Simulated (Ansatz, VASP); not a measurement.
Sc4Te: VASP beside Ansatz

```
CELL_PARAMETERS angstrom
-3.30985 3.30985 3.30985
3.30985 -3.30985 3.30985
3.30985 3.30985 -3.30985
ATOMIC_POSITIONS crystal
Sc 0.00000 0.00000 0.50000
Sc 0.50000 0.00000 0.00000
Sc 0.00000 0.50000 0.00000
Sc 0.50000 0.50000 0.50000
Te 0.00000 0.00000 0.00000
```

Change from the starting cell: species swapped into the Hg4Pt type (Im-3m, No. 229).

Alike in both runs: functional PBE; k mesh 4 × 4 × 4; occupations gaussian, width 0.1 eV; no spin polarisation.

Ansatz relaxed the structure, and its values are those at the end. VASP's run is a single point on that final structure, the one shown.

```csv
,VASP,Ansatz
version,VASP 6.6.1,Ansatz 0.2.0
potentials or method,"VASP PAW PBE potentials, release 64 (Sc_sv, Te), cutoff 520 eV","scalar-relativistic, plane waves, PAW"
valence electrons in the cell,50,60
```

```tsv
	VASP	Ansatz	Ansatz less VASP
gap on the k mesh at the Fermi level (eV)	none	none	-
pressure (GPa)	0.1	0.0	-0.07
```

A gap of «none» marks a metal or a gap that the smearing closes. VASP's potentials hold 50 valence electrons a cell and Ansatz's 60, so a difference there can come from the potentials and not from the codes.

Neither program's run includes spin-orbit coupling.
